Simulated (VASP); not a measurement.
# Si8HO16 (a cell with a defect) in VASP: notebook, part 2 of 2

VASP 6.6.1.

**3. Single point, PBE+D3(BJ), collinear spin**

File INCAR:

```
ALGO = Normal
EDIFF = 1E-7
ENCUT = 520
GGA = PE
ISIF = 2
ISMEAR = -1
ISPIN = 2
IVDW = 12
LASPH = True
LCHARG = False
LORBIT = 11
LREAL = Auto
LWAVE = False
MAGMOM = 0 0 0 0 0 0 0 0 0 0 0 0 0 0 0 0.09 0 0 0 0 0 0.09 0 0 0.51
NBANDS = 86
NELM = 150
PREC = Accurate
SIGMA = 0.05
```

File KPOINTS:

```
k-points
0
Gamma
  2 2 2
```

File POSCAR:

```
Si8HO16
1.0
   -4.1246000000     -4.1246000000      0.0000000000
    4.1246000000     -4.1246000000      0.0000000000
    0.0000000000      0.0000000000      5.2948000000
Si O H
8 16 1
Direct
    0.4939751734      0.4867259856     -0.0227015185
   -0.0078553072      0.5084614266      0.2345508801
    0.4900960093      0.4949207196      0.4805658382
   -0.0063400087      0.5103646414      0.7354952028
   -0.0131649130      0.0029821074     -0.0216627635
    0.4929205256     -0.0096494205      0.2238611468
   -0.0010788925      0.0129345876      0.4789793760
    0.5011516268     -0.0139286234      0.7382148523
    0.1805265965      0.4964117733     -0.0140326358
   -0.0136255637      0.2034136644      0.2361562288
    0.8036173205      0.4977937255     -0.0114451915
   -0.0052247491      0.8051326189      0.2295270832
    0.1819812830      0.4940600301      0.4858918184
   -0.0268268438      0.2002497212      0.7269962983
    0.7989380788      0.5140377249      0.4754098361
    0.0177592979      0.8172792513      0.7319067765
    0.6859574262     -0.0042913252     -0.0205484626
    0.4826164961      0.6823207099      0.2325678024
    0.2872399748     -0.0098312564     -0.0078567651
    0.5045095282      0.2976531058      0.2318878900
    0.6968312079     -0.0275784318      0.4820767546
    0.4550259419      0.6822479756      0.7215947722
    0.2982471027      0.0074067788      0.4820767546
    0.5038185521      0.2951195267      0.7200649694
    0.7432841973      0.7594312176      0.7480169223
```

Potentials or basis: VASP PAW PBE potentials, release 64 (Si, O, H).

The run is started by

```
cat potpaw_PBE.64/Si/POTCAR potpaw_PBE.64/O/POTCAR potpaw_PBE.64/H/POTCAR > POTCAR
mpirun -np 1 vasp_std > vasp.out
```

OUTCAR:

```text
EDIFF = 1E-7
   ENCUT = 520
   GGA = PE
   ISIF = 2
   ISMEAR = -1
   ISPIN = 2
   IVDW = 12
   LASPH = True
   LORBIT = 11
   LREAL = Auto
   NELM = 150
   PREC = Accurate
 IVDW          = 12

 ion  position               nearest neighbor table
   1  0.494  0.487  0.977-  20 1.74  24 1.76  18 1.77  22 1.78  11 1.81   9 1.83   3 2.63   3 2.67

   2  0.992  0.508  0.235-  15 1.70  11 1.71   9 1.72  12 1.73  13 1.73  10 1.78   4 2.64   4 2.65

   3  0.490  0.495  0.481-  22 1.69  18 1.71  24 1.72  20 1.75  13 1.80  15 1.81   1 2.63   1 2.67
[... 12 lines left out ...]
  10  0.986  0.203  0.236-   7 1.70   2 1.78   5 1.80
  11  0.804  0.498  0.989-   2 1.71   4 1.74   1 1.81
  12  0.995  0.805  0.230-   2 1.73   5 1.76   7 1.79
[... 1546 lines left out ...]
     -1.99340     -6.20350      3.89430        -0.152829      0.711615     -0.734110
     -4.05800     -4.08260      5.18010        -0.299426     -1.285523      1.122798
      2.05170     -6.11790      1.18530         0.503146      0.393078      2.887906
[... 17 lines left out ...]
     -0.86080     -3.29530      3.81260         0.125629      0.188489      1.551598
      0.06660     -6.19810      3.96060        -0.375532      0.552311     -0.019390
 -----------------------------------------------------------------------------------
    total drift:                                0.000185      0.013154      0.004546

  FREE ENERGIE OF THE ION-ELECTRON SYSTEM (eV)
  ---------------------------------------------------
  free  energy   TOTEN  =      -187.6466319896 eV

  energy  without entropy=     -187.6466319307  energy(sigma->0) =     -187.64663196

 total charge

# of ion       s       p       d       tot
------------------------------------------
    1        0.591   0.873   0.000   1.464
    2        0.604   0.959   0.000   1.562
    3        0.598   0.930   0.000   1.528
    4        0.593   0.904   0.000   1.498
    5        0.595   0.911   0.000   1.506
    6        0.593   0.894   0.000   1.487
[... 17 lines left out ...]
   24        1.552   3.706   0.000   5.258
   25        0.522   0.021   0.000   0.544
--------------------------------------------------
tot         30.171  66.770   0.000  96.941

 magnetization (x)

# of ion       s       p       d       tot
------------------------------------------
    1        0.001  -0.000   0.000   0.000
    2        0.002   0.002   0.000   0.004
    3        0.000   0.000   0.000   0.001
    4       -0.000  -0.002   0.000  -0.002
    5        0.001   0.000   0.000   0.001
    6        0.003   0.004   0.000   0.007
[... 17 lines left out ...]
   24       -0.000  -0.000   0.000  -0.000
   25        0.363   0.003   0.000   0.366
--------------------------------------------------
tot          0.399   0.255   0.000   0.654
```

stdout:

```text
POSCAR found type information on POSCAR SiO H
 POSCAR found :  3 types and      25 ions
 scaLAPACK will be used
 LDA part: xc-table for (Slater+PW92), standard interpolation
 POSCAR, INCAR and KPOINTS ok, starting setup
 FFT: planning ... GRIDC
 FFT: planning ... GRID_SOFT
 FFT: planning ... GRID
 WAVECAR not read
 entering main loop
```

Wall time 3.1 min (1 thread of Intel Xeon 6975P-C (Granite Rapids), shared host); peak memory 0.44 GiB.

Results:

| Item | Value |
| --- | --- |
| Free energy | -187.6466 eV |
| Pressure | 23.5 GPa |
| Largest force | 3.475 eV/Å |
| Band gap on the k mesh | 1.52 eV |
| Net moment | 1.00 μB per cell |
| Site moments | Si +0.00, -0.00, +0.01 (each value once); O +0.00, +0.03, -0.00, +0.01, +0.09, +0.08 (each value once); H +0.37 μB |
| Valence electrons inside the program's atomic spheres | Si 1.46, 1.56, 1.53, 1.50, 1.51, 1.49, 1.52, 1.47; O 5.28, 5.27, 5.29, 5.32, 5.26, 5.24, 5.25 (each value once); H 0.54 |
| Dispersion energy per atom | -0.248 eV |

Forces in eV/Å, atoms in the order of the input:
```
Si   0.554  0.158  0.480
Si  -0.498  0.146  0.446
Si  -0.566  0.425 -0.973
Si  -0.153  0.712 -0.734
Si  -0.299 -1.286  1.123
Si   0.503  0.393  2.888
Si  -0.674  0.799 -0.217
Si   1.697  1.177 -2.794
O   -1.776 -0.959 -0.387
O   -0.688  0.857 -0.973
O    1.827  1.245 -1.069
O    0.767 -0.739 -0.044
O   -0.757 -0.422 -0.630
O   -0.335 -0.756  0.870
O    0.561  0.975  1.366
O   -1.047  0.492 -0.261
O    0.010 -0.180  1.341
O    0.693 -1.095 -1.110
O   -0.783 -2.366 -1.199
O    0.009  0.663 -0.416
O    1.900  0.243 -0.813
O    0.098 -0.707  1.761
O   -0.794 -0.518 -0.186
O    0.126  0.188  1.552
H   -0.376  0.552 -0.019
```

Caveat: the k points lie up to 0.59 Å⁻¹ apart.
